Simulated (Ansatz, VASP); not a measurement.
P in VASP and in Ansatz

```
P
1.0
    -1.76635    2.42082    3.94504
     1.76635   -2.42082    3.94504
     1.76635    2.42082   -3.94504
P
4
Direct
  0.85438 0.35436 0.50002
  0.64565 0.64564 0.00002
  0.14562 0.64564 0.49998
  0.35435 0.35436 0.99998
```

Alike in both runs: functional PBE; k mesh 6 × 6 × 6; occupations gaussian, width 0.1 eV; no spin polarisation.

Ansatz relaxed the structure, and its values are those at the end. VASP's run is a single point on that final structure, the one shown.

|  | VASP | Ansatz |
| --- | --- | --- |
| version | VASP 6.6.1 | Ansatz 0.2.0 |
| potentials or method | VASP PAW PBE potentials, release 64 (P), cutoff 520 eV | scalar-relativistic, plane waves, PAW |
| valence electrons in the cell | 20 | 20 |

```csv
,VASP,Ansatz,Ansatz less VASP
gap on the k mesh at the Fermi level (eV),none,none,-
pressure (GPa),-0.2,0.1,+0.23
rms of the force components (eV/Å),0.015,0.016,+0.0012
```

A gap of «none» marks a metal or a gap that the smearing closes. With one functional, cell and mesh, what is left measures potentials, basis and numerics.

The k mesh is coarse, so the values compare programs but aren't converged.
